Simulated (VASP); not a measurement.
# Mg6HO6 in VASP: a series of runs, part 3 of 3

VASP 6.6.1. Earlier steps stand in the parts before.

### 5 Single point, PBE

File INCAR:

```
PREC = Accurate ; ENCUT = 520
EDIFF = 1E-6 ; ISMEAR = 0
SIGMA = 0.05 ; LREAL = Auto
LASPH = T ; NELM = 80
ALGO = Normal ; ISIF = 2
LWAVE = F ; LCHARG = T
GGA = PE ; LELF = T
LVHAR = T ; NBANDS = 68
```

File KPOINTS:

```
Automatic mesh
0
Gamma
  2 2 1
```

File POSCAR:

```
Mg6HO6
1.0
    5.3245140000      0.0000000000      0.0000000000
    2.6622570000      4.6111640000      0.0000000000
    0.0000000000      0.0000000000     17.4343090000
Mg O H
12 12 2
Direct
    0.0000000000      0.0000000000      0.0573582000
    0.0000000000      0.5000000000      0.0573582000
    0.5000000000      0.0000000000      0.0573582000
    0.5000000000      0.5000000000      0.0573582000
    0.6667517417      0.6673069594      0.2001284280
    0.6670990523      0.1657388310      0.2001600070
    0.1658797728      0.6673210241      0.2001278096
    0.1669984443      0.1659564787      0.2003263824
    0.3314174425      0.3371389698      0.3459815231
    0.3362202272      0.8277883604      0.3470428455
    0.8311642665      0.3371576649      0.3459531155
    0.8354785784      0.8293018049      0.3504331860
    0.3333333000      0.8333333000      0.1196986000
    0.3333333000      0.3333333000      0.1196986000
    0.8333333000      0.8333333000      0.1196986000
    0.8333333000      0.3333333000      0.1196986000
    0.0001008594      0.4997124328      0.2681297347
   -0.0007028722      0.0001262736      0.2691470694
    0.5002181659      0.4994161144      0.2673409110
    0.5005472215      1.0000911443      0.2691432173
    0.6657879814      0.1682494403      0.4111860863
    0.6669949263      0.6595638994      0.4166974952
    0.1670293660      0.1655453870      0.4096966065
    0.1736094256      0.6595503204      0.4167179127
    0.1715308976      0.1545505136      0.4646932336
    0.6333652012      0.2309529096      0.4637776647
```

Potentials or basis: VASP PAW PBE potentials, release 64 (Mg, O, H).

Run with:

```
$ cat potpaw_PBE.64/Mg/POTCAR potpaw_PBE.64/O/POTCAR potpaw_PBE.64/H/POTCAR > POTCAR
$ mpirun -np 1 vasp_std > vasp.out
```

OUTCAR:

```text
PREC = Accurate
   ENCUT = 520
   EDIFF = 1E-6
   ISMEAR = 0
   LREAL = Auto
   LASPH = T
   NELM = 80
   ISIF = 2
   GGA = PE

 ion  position               nearest neighbor table
   1  0.000  0.000  0.057-  16 1.88  13 1.88  15 1.88   2 2.66   2 2.66   4 2.66   4 2.66   3 2.66
                             3 2.66   7 2.92   6 2.92   8 2.93
   2  0.000  0.500  0.057-  15 1.88  14 1.88  16 1.88   1 2.66   1 2.66   3 2.66   3 2.66   4 2.66
                             4 2.66   7 2.93   5 2.93   8 2.93
   3  0.500  0.000  0.057-  14 1.88  15 1.88  13 1.88   4 2.66   2 2.66   4 2.66   2 2.66   1 2.66
                             1 2.66   5 2.92   6 2.92   8 2.93
   4  0.500  0.500  0.057-  13 1.88  16 1.88  14 1.88   3 2.66   1 2.66   3 2.66   1 2.66   2 2.66
                             2 2.66   5 2.93   7 2.93   6 2.93
   5  0.667  0.667  0.200-  19 1.94  17 1.94  20 1.95  15 2.08  13 2.08  16 2.08   6 2.65   7 2.66
                             8 2.66   8 2.67   7 2.67   6 2.67   3 2.92   2 2.93   4 2.93  11 2.96
   6  0.667  0.166  0.200-  19 1.93  20 1.95  18 1.95  15 2.08  14 2.08  16 2.08   7 2.65   5 2.65
                             8 2.66   8 2.66   5 2.67   7 2.67   3 2.92   1 2.92   4 2.93  11 2.98
   7  0.166  0.667  0.200-  19 1.94  17 1.94  18 1.95  15 2.08  13 2.08  14 2.08   6 2.65   5 2.66
                             8 2.66   8 2.67   5 2.67   6 2.67   1 2.92   2 2.93   4 2.93   9 2.96
   8  0.167  0.166  0.200-  17 1.94  18 1.95  20 1.95  13 2.08  16 2.08  14 2.08   7 2.66   5 2.66
                             6 2.66   6 2.66   5 2.67   7 2.67   1 2.93   3 2.93   2 2.93   9 2.97
   9  0.331  0.337  0.346-  23 1.91  21 1.92  24 1.93  17 2.04  20 2.05  19 2.05  10 2.63  12 2.63
                            11 2.66  11 2.66  12 2.70  10 2.70   7 2.96   8 2.97   6 2.98
  10  0.336  0.828  0.347-  23 1.90  22 1.95  24 1.95  19 2.06  20 2.06  18 2.06  11 2.62   9 2.63
                            12 2.66  12 2.66   9 2.70  11 2.70   5 2.98   7 2.98   8 3.00
  11  0.831  0.337  0.346-  23 1.91  21 1.92  22 1.93  17 2.04  19 2.05  18 2.05  10 2.62  12 2.63
                             9 2.66   9 2.66  12 2.69  10 2.70   5 2.96   8 2.97   6 2.98
  12  0.835  0.829  0.350-  21 1.89  24 1.94  22 1.94  17 2.09  18 2.10  20 2.10   9 2.63  11 2.63
                            10 2.66  10 2.66  11 2.69   9 2.70   7 3.03   5 3.03   6 3.04
  13  0.333  0.833  0.120-   4 1.88   1 1.88   3 1.88   8 2.08   5 2.08   7 2.08
  14  0.333  0.333  0.120-   3 1.88   2 1.88   4 1.88   6 2.08   7 2.08   8 2.08
  15  0.833  0.833  0.120-   2 1.88   3 1.88   1 1.88   6 2.08   7 2.08   5 2.08
  16  0.833  0.333  0.120-   1 1.88   4 1.88   2 1.88   6 2.08   5 2.08   8 2.08
[... 213 lines left out ...]
 number of electron      98.0000004 magnetization

 Free energy of the ion-electron system (eV)
  ---------------------------------------------------
  ext. energy  EPLUGINS =         0.00000000
  ---------------------------------------------------
  free energy    TOTEN  =      -126.15345313 eV

  energy without entropy =     -126.14977968  energy(sigma->0) =     -126.15161641

 E-fermi :  -0.1999     XC(G=0):  -6.5441

 val. band max:       -0.2830629466   @ k =   0.0000   0.5000   0.0000
 cond. band min:      -0.1383514102   @ k =   0.0000   0.5000   0.0000
 fundamental gap:      0.1447115364
 Fermi energy:        -0.1998969544

 k-point     1 :       0.0000    0.0000    0.0000
  band No.  band energies     occupation
      1     -20.8834      2.00000
      2     -19.7033      2.00000
      3     -19.3399      2.00000
      4     -19.3199      2.00000
      5     -19.3055      2.00000
      6     -19.1791      2.00000
[... 245 lines left out ...]
     60       7.1868      0.00000
     61       7.8236      0.00000
 [bands above 61 left out]

------------------------ aborting loop because EDIFF is reached ----------------------------------------

  FORCE on cell =-STRESS in cart. coord.  units (eV):
  Direction    XX          YY          ZZ          XY          YZ          ZX
  --------------------------------------------------------------------------------------
  -------------------------------------------------------------------------------------
  Total       82.2631285     86.6977981     10.5023622     -0.0090158      0.0969273      0.0196961
  in kB      307.9076812    324.5064768     39.3099321     -0.0337458      0.3627950      0.0737219
  external PRESSURE =     223.9080300 kB  Pullay stress =       0.0000000 kB

 VOLUME and BASIS-vectors are now :
 -----------------------------------------------------------------------------
  energy-cutoff  :      520.00
  volume of cell :      428.05
      direct lattice vectors                 reciprocal lattice vectors
     5.324514000  0.000000000  0.000000000     0.187810568 -0.108432491  0.000000000
     2.662257000  4.611164000  0.000000000     0.000000000  0.216864982  0.000000000
     0.000000000  0.000000000 17.434309000     0.000000000  0.000000000  0.057358167

 POSITION                                       TOTAL-FORCE (eV/Angst)
 -----------------------------------------------------------------------------------
      0.00000      0.00000      1.00000         0.004582      0.009220     -2.572280
      1.33113      2.30558      1.00000         0.000059     -0.012282     -2.560366
      2.66226      0.00000      1.00000        -0.004517      0.009204     -2.572244
      3.99339      2.30558      1.00000         0.000011     -0.006221     -2.552368
      5.32667      3.07706      3.48910        -0.000864     -0.002611     -0.034415
      3.99322      0.76425      3.48965        -0.000054     -0.001521     -0.036007
[... 18 lines left out ...]
      1.32477      0.71266      8.10161         0.000562      0.001927      0.096533
      3.98722      1.06496      8.08564         0.001214      0.025617      0.097109
 -----------------------------------------------------------------------------------
    total drift:                               -0.001694     -0.001393     -0.026738

  FREE ENERGIE OF THE ION-ELECTRON SYSTEM (eV)
  ---------------------------------------------------
  free  energy   TOTEN  =      -126.1534531312 eV

  energy  without entropy=     -126.1497796824  energy(sigma->0) =     -126.15161641
```

OSZICAR:

```text
N       E                     dE             d eps       ncg     rms          rms(c)
DAV:   1     0.813399102392E+03    0.81340E+03   -0.44505E+04   544   0.123E+03
DAV:   2    -0.446792508747E+02   -0.85808E+03   -0.80862E+03   720   0.304E+02
DAV:   3    -0.152774384355E+03   -0.10810E+03   -0.10740E+03   672   0.114E+02
[... 18 lines left out ...]
DAV:  22    -0.126153311328E+03   -0.35076E-03   -0.13339E-04   596   0.521E-02    0.235E-02
DAV:  23    -0.126153386468E+03   -0.75140E-04   -0.12322E-05   672   0.149E-02    0.185E-02
DAV:  24    -0.126153441889E+03   -0.55420E-04   -0.56142E-06   580   0.134E-02    0.131E-02
DAV:  25    -0.126153453004E+03   -0.11115E-04   -0.21260E-06   552   0.619E-03    0.167E-02
DAV:  26    -0.126153453131E+03   -0.12767E-06   -0.67323E-07   464   0.376E-03
   1 F= -.12615345E+03 E0= -.12615162E+03  d E =-.367345E-02
```

stdout:

```text
POSCAR found type information on POSCAR MgO H
 POSCAR found :  3 types and      26 ions
 scaLAPACK will be used
 LDA part: xc-table for (Slater+PW92), standard interpolation
 POSCAR, INCAR and KPOINTS ok, starting setup
 FFT: planning ... GRIDC
 FFT: planning ... GRID_SOFT
 FFT: planning ... GRID
 WAVECAR not read
 entering main loop
```

Wall time 3.2 min (1 thread of Intel Xeon 6975P-C (Granite Rapids), shared host); peak memory 0.51 GiB.

What came out:

```
Free energy            : -126.1535 eV
Largest force          : 2.626 eV/Å
Band gap on the k mesh : zero (bands 49 and 50 overlap by 0.31 eV)
```

Forces on the atoms (eV/Å):
```
Mg   0.005  0.009 -2.572
Mg   0.000 -0.012 -2.560
Mg  -0.005  0.009 -2.572
Mg   0.000 -0.006 -2.552
Mg  -0.001 -0.003 -0.034
Mg   0.000 -0.002 -0.036
Mg   0.000 -0.003 -0.034
Mg   0.001  0.002 -0.035
Mg  -0.009 -0.025 -0.035
Mg  -0.007  0.002 -0.020
Mg   0.009 -0.023 -0.033
Mg  -0.006  0.015 -0.045
O    0.000  0.026  2.626
O   -0.014 -0.021  2.587
O    0.000  0.010  2.624
O    0.014 -0.021  2.587
O    0.001  0.001  0.028
O    0.002  0.001  0.030
O    0.002  0.005  0.039
O   -0.002  0.003  0.031
O    0.000 -0.021 -0.113
O   -0.018  0.008  0.002
O    0.008  0.008 -0.105
O    0.019  0.008  0.000
H    0.001  0.002  0.097
H    0.001  0.026  0.097
```

Caveat: the k points lie up to 0.68 Å⁻¹ apart.
